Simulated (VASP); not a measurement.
# CdIn2O4 (Fd-3m) in VASP: a series of runs, part 2 of 2

VASP 6.6.1. Earlier steps stand in the parts before.

## Step 3: Single point, r2SCAN

This run uses another cell than the first one, of 13.91 Å³/atom.

Contents of POSCAR:

```
CdIn2O4
1.0
    0.0000000000      4.6003644950      4.6003644950
    4.6003644950      0.0000000000      4.6003644950
    4.6003644950      4.6003644950      0.0000000000
Cd In O
2 4 8
Direct
    0.2500000000      0.2500000000      0.2500000000
    0.0000000000      0.0000000000      0.0000000000
    0.1250000000      0.6250000000      0.6250000000
    0.6250000000      0.6250000000      0.6250000000
    0.6250000000      0.1250000000      0.6250000000
    0.6250000000      0.6250000000      0.1250000000
    0.8618762728      0.8618762728      0.8618762728
    0.8356288185      0.3881237272      0.3881237272
    0.3881237272      0.3881237272      0.8356288185
    0.3881237272      0.8356288185      0.3881237272
    0.8618762728      0.8618762728      0.4143711815
    0.8618762728      0.4143711815      0.8618762728
    0.3881237272      0.3881237272      0.3881237272
    0.4143711815      0.8618762728      0.8618762728
```

Contents of INCAR.step1:

```
SYSTEM = CdIn2O4
PREC = Accurate
ENCUT = 660
ISMEAR = -1
SIGMA = 0.02
LREAL = .FALSE.
LASPH = .TRUE.
NELM = 120
NBANDS = 75
GGA = PE
ALGO = Normal
EDIFF = 1E-5
LWAVE = .TRUE.
LCHARG = .FALSE.
GGA_COMPAT = .FALSE.
```

Contents of INCAR.step2:

```
SYSTEM = CdIn2O4
PREC = Accurate
ENCUT = 660
EDIFF = 1E-6
ISMEAR = -1
SIGMA = 0.02
LREAL = .FALSE.
LASPH = .TRUE.
NELM = 120
ALGO = Normal
ISIF = 2
LWAVE = .FALSE.
LCHARG = .FALSE.
METAGGA = R2SCAN
LMIXTAU = .TRUE.
NBANDS = 75
ISTART = 1
GGA_COMPAT = .FALSE.
```

Contents of KPOINTS:

```
regular mesh
0
G
  4 4 4
  0 0 0
```

Potentials or basis: VASP PAW PBE potentials, release 64 (Cd, In_d, O).

Command:

```
cat potpaw_PBE.64/Cd/POTCAR potpaw_PBE.64/In_d/POTCAR potpaw_PBE.64/O/POTCAR > POTCAR
cp INCAR.step1 INCAR
mpirun -np 1 vasp_std > vasp.out
cp INCAR.step2 INCAR
mpirun -np 1 vasp_std > vasp.out
```

OUTCAR:

```text
SYSTEM = CdIn2O4
   PREC = Accurate
   ENCUT = 660
   EDIFF = 1E-6
   ISMEAR = -1
   LREAL = .FALSE.
   LASPH = .TRUE.
   NELM = 120
   ISIF = 2
   METAGGA = R2SCAN
   ISTART = 1

 ion  position               nearest neighbor table
   1  0.250  0.250  0.250-   8 2.20   9 2.20  10 2.20  13 2.20   6 3.81   5 3.81   3 3.81   4 3.81
                             4 3.81   4 3.81   3 3.81   3 3.81   6 3.81   5 3.81   5 3.81   6 3.81
   2  0.000  0.000  0.000-  11 2.20  12 2.20  14 2.20   7 2.20   6 3.81   4 3.81   4 3.81   4 3.81
                             3 3.81   5 3.81   5 3.81   6 3.81   3 3.81   6 3.81   5 3.81   3 3.81
   3  0.125  0.625  0.625-   7 2.19  13 2.19  10 2.19  11 2.19  12 2.19   9 2.19   4 3.25   6 3.25
                             5 3.25   4 3.25   5 3.25   6 3.25   1 3.81   2 3.81   1 3.81   2 3.81
   4  0.625  0.625  0.625-   8 2.19   9 2.19  10 2.19  11 2.19  12 2.19  14 2.19   3 3.25   5 3.25
                             6 3.25   6 3.25   5 3.25   3 3.25   2 3.81   1 3.81   2 3.81   1 3.81
   5  0.625  0.125  0.625-   7 2.19  13 2.19   9 2.19  11 2.19   8 2.19  14 2.19   4 3.25   6 3.25
                             3 3.25   4 3.25   6 3.25   3 3.25   1 3.81   2 3.81   2 3.81   1 3.81
   6  0.625  0.625  0.125-   7 2.19  13 2.19  10 2.19  12 2.19   8 2.19  14 2.19   4 3.25   3 3.25
                             4 3.25   5 3.25   5 3.25   3 3.25   1 3.81   2 3.81   2 3.81   1 3.81
   7  0.862  0.862  0.862-   3 2.19   5 2.19   6 2.19   2 2.20
   8  0.836  0.388  0.388-   4 2.19   5 2.19   6 2.19   1 2.20
   9  0.388  0.388  0.836-   4 2.19   3 2.19   5 2.19   1 2.20
  10  0.388  0.836  0.388-   4 2.19   3 2.19   6 2.19   1 2.20
  11  0.862  0.862  0.414-   4 2.19   3 2.19   5 2.19   2 2.20
  12  0.862  0.414  0.862-   4 2.19   3 2.19   6 2.19   2 2.20
  13  0.388  0.388  0.388-   3 2.19   5 2.19   6 2.19   1 2.20
  14  0.414  0.862  0.862-   4 2.19   5 2.19   6 2.19   2 2.20

  LATTYP: Found a face centered cubic cell.
 ALAT       =     9.2007289900

  Lattice vectors:

 A1 = (   0.0000000000,   4.6003644950,   4.6003644950)
 A2 = (   4.6003644950,   0.0000000000,   4.6003644950)
 A3 = (   4.6003644950,   4.6003644950,   0.0000000000)

Analysis of symmetry for initial positions (statically):
=====================================================================
 Subroutine PRICEL returns:
 Original cell was already a primitive cell.

 Routine SETGRP: Setting up the symmetry group for a
 face centered cubic supercell.

 Subroutine GETGRP returns: Found 48 space group operations
 (whereof 24 operations were pure point group operations)
 out of a pool of 48 trial point group operations.

The static configuration has the point symmetry T_d .
 The point group associated with its full space group is O_h .

Analysis of symmetry for dynamics (positions and initial velocities):
=====================================================================
 Subroutine PRICEL returns:
 Original cell was already a primitive cell.

 Routine SETGRP: Setting up the symmetry group for a
 face centered cubic supercell.

 Subroutine GETGRP returns: Found 48 space group operations
 (whereof 24 operations were pure point group operations)
 out of a pool of 48 trial point group operations.

The dynamic configuration has the point symmetry T_d .
 The point group associated with its full space group is O_h .

 Subroutine INISYM returns: Found 48 space group operations
 (whereof 24 operations are pure point group operations),
 and found     1 'primitive' translations

----------------------------------------------------------------------------------------

                                     Primitive cell

[... 92 lines left out ...]
   LNONCOLLINEAR =      F non collinear calculations
   LSORBIT =      F    spin-orbit coupling
   LASPH  =      T    aspherical Exc in radial PAW
   ENCUT  =  660.0 eV  48.51 Ry    6.96 a.u.  13.63 13.63 13.63*2*pi/ulx,y,z
   NELM   =    120;   NELMIN=  2; NELMDL=  0     # of ELM steps
   EDIFF  = 0.1E-05   stopping-criterion for ELM
   LREAL  =      F    real-space projection
   EDIFFG = 0.1E-04   stopping-criterion for IOM
   NSW    =      0    number of steps for IOM
   IBRION =     -1    ionic relax: 0-MD 1-quasi-New 2-CG
   NFREE  =      0    steps in history (QN), initial steepest desc. (CG)
   ISIF   =      2    stress and relaxation
   ISYM   =      2    0-nonsym 1-usesym 2-fastsym
   POTIM  = 0.5000    time-step for ionic-motion
   TEBEG  =    0.0;   TEEND  =   0.0 temperature during run
   PSTRESS=    0.0 pullay stress
   NELECT =     124.0000    total number of electrons
   NUPDOWN=      -1.0000    fix difference up-down
   EMIN   =  10.00;   EMAX   =-10.00  energy-range for DOS
   EFERMI =   0.00;   METHOD = LEGACY
   ISMEAR =    -1;   SIGMA  =   0.02  broadening in eV -4-tet -1-fermi 0-gaus
   EFERMI_NEDOS =   21; number of points for ismear=-14 and -15
   IALGO  =     38    algorithm
   IMIX   =      4    mixing-type and parameters
     AMIX     =   0.40;   BMIX     =  1.00
     AMIX_MAG =   1.60;   BMIX_MAG =  1.00
  volume/ion in A,a.u.               =      13.91        93.86
  Fermi-wavevector in a.u.,A,eV,Ry     =   1.408466  2.661616 26.990932  1.983778
  Thomas-Fermi vector in A             =   2.530621
   LORBIT       =      0    0 simple, 1 ext, 2 COOP (PROOUT), +10 PAW based schemes
   METAGGA = R2SCAN    functional components
   LHFCALC =     F    Hartree Fock is set to
   AEXX    =    0.0000 exact exchange contribution
   IVDW    =     0    specifies the selected vdW correction
   LEPSILON=     F    determine dielectric tensor
   LRPA    =     F    only Hartree local field effects (RPA)
 non-spin polarized calculation
  energy-cutoff  :      660.00
  volume of cell :      194.72
 maximum number of plane-waves:      7583
 NGX is ok and might be reduce to    56
   NGX = 27   NGY = 27   NGZ = 27

 number of electron     123.9999970 magnetization

 Free energy of the ion-electron system (eV)
  ---------------------------------------------------
  ext. energy  EPLUGINS =         0.00000000
  ---------------------------------------------------
  free energy    TOTEN  =      -202.06530207 eV

  energy without entropy =     -202.06530207  energy(sigma->0) =     -202.06530207

 E-fermi :   3.6919     XC(G=0): -11.4186

 val. band max:        3.1432162445   @ k =   0.5000   0.0000   0.0000
 cond. band min:       4.7122227746   @ k =   0.0000   0.0000   0.0000
 fundamental gap:      1.5690065301
 Fermi energy:         3.6919023887

 k-point     1 :       0.0000    0.0000    0.0000
  band No.  band energies     occupation
      1     -15.1732      2.00000
      2     -14.5851      2.00000
      3     -14.5851      2.00000
      4     -14.5851      2.00000
      5     -14.3324      2.00000
      6     -14.0993      2.00000
[... 605 lines left out ...]
     73      13.3497      0.00000
     74      13.3497      0.00000
 [bands above 74 left out]

------------------------ aborting loop because EDIFF is reached ----------------------------------------

  FORCE on cell =-STRESS in cart. coord.  units (eV):
  Direction    XX          YY          ZZ          XY          YZ          ZX
  --------------------------------------------------------------------------------------
  -------------------------------------------------------------------------------------
  Total        1.1942715      1.1942715      1.1942715      0.0000000      0.0000000     -0.0000000
  in kB        9.8266823      9.8266823      9.8266823      0.0000000      0.0000000     -0.0000000
  external PRESSURE =       9.8266823 kB  Pullay stress =       0.0000000 kB

 VOLUME and BASIS-vectors are now :
 -----------------------------------------------------------------------------
  energy-cutoff  :      660.00
  volume of cell :      194.72
      direct lattice vectors                 reciprocal lattice vectors
     0.000000000  4.600364495  4.600364495    -0.108687040  0.108687040  0.108687040
     4.600364495  0.000000000  4.600364495     0.108687040 -0.108687040  0.108687040
     4.600364495  4.600364495  0.000000000     0.108687040  0.108687040 -0.108687040

 POSITION                                       TOTAL-FORCE (eV/Angst)
 -----------------------------------------------------------------------------------
      2.30018      2.30018      2.30018         0.000000      0.000000      0.000000
      0.00000      0.00000      0.00000         0.000000      0.000000      0.000000
      5.75046      3.45027      3.45027         0.000000      0.000000      0.000000
      5.75046      5.75046      5.75046         0.000000      0.000000      0.000000
      3.45027      5.75046      3.45027         0.000000      0.000000      0.000000
      3.45027      3.45027      5.75046         0.000000      0.000000      0.000000
      7.92989      7.92989      7.92989        -0.004620     -0.004620     -0.004620
      3.57102      5.62971      5.62971         0.004620     -0.004620     -0.004620
      5.62971      5.62971      3.57102        -0.004620     -0.004620      0.004620
      5.62971      3.57102      5.62971        -0.004620      0.004620     -0.004620
      5.87120      5.87120      7.92989         0.004620      0.004620     -0.004620
      5.87120      7.92989      5.87120         0.004620     -0.004620      0.004620
      3.57102      3.57102      3.57102         0.004620      0.004620      0.004620
      7.92989      5.87120      5.87120        -0.004620      0.004620      0.004620
 -----------------------------------------------------------------------------------
    total drift:                               -0.000000     -0.000000      0.000000

  FREE ENERGIE OF THE ION-ELECTRON SYSTEM (eV)
  ---------------------------------------------------
  free  energy   TOTEN  =      -202.0653020733 eV

  energy  without entropy=     -202.0653020733  energy(sigma->0) =     -202.06530207
```

Run time: 9.2 min. Hardware: 1 thread of Intel Xeon 6975P-C (Granite Rapids), shared host; peak memory 0.53 GiB.

Results:

```yaml
Free_energy: -202.0653 eV
Pressure: 1.0 GPa
Largest_force: 0.008 eV/Å
Band_gap_on_the_k_mesh: 1.57 eV (least direct gap 1.64 eV)
```

Forces in eV/Å, atoms in the order of the input:
```
Cd   0.000  0.000  0.000
Cd   0.000  0.000  0.000
In   0.000  0.000  0.000
In   0.000  0.000  0.000
In   0.000  0.000  0.000
In   0.000  0.000  0.000
O   -0.005 -0.005 -0.005
O    0.005 -0.005 -0.005
O   -0.005 -0.005  0.005
O   -0.005  0.005 -0.005
O    0.005  0.005 -0.005
O    0.005 -0.005  0.005
O    0.005  0.005  0.005
O   -0.005  0.005  0.005
```

Levels at points of the mesh, in eV from the valence-band top:
```
           k point  band 59  band 60  band 61  band 62  band 63  band 64  band 65  band 66
(0.00, 0.00, 0.00)    -0.10    -0.10    -0.07    -0.07     1.57     5.78     6.37     6.37
(0.50, 0.00, 0.00)    -0.29    -0.29     0.00     0.00     4.30     4.43     6.58     7.33
(0.50, 0.50, 0.00)    -0.19    -0.19    -0.09    -0.09     5.08     5.08     6.68     6.68
```

Caveat: the PAW data sets were made with another functional, which shifts forces and pressure a little; spin-orbit coupling is left out, which moves the levels of the heavy elements. A k mesh can miss the band edges.
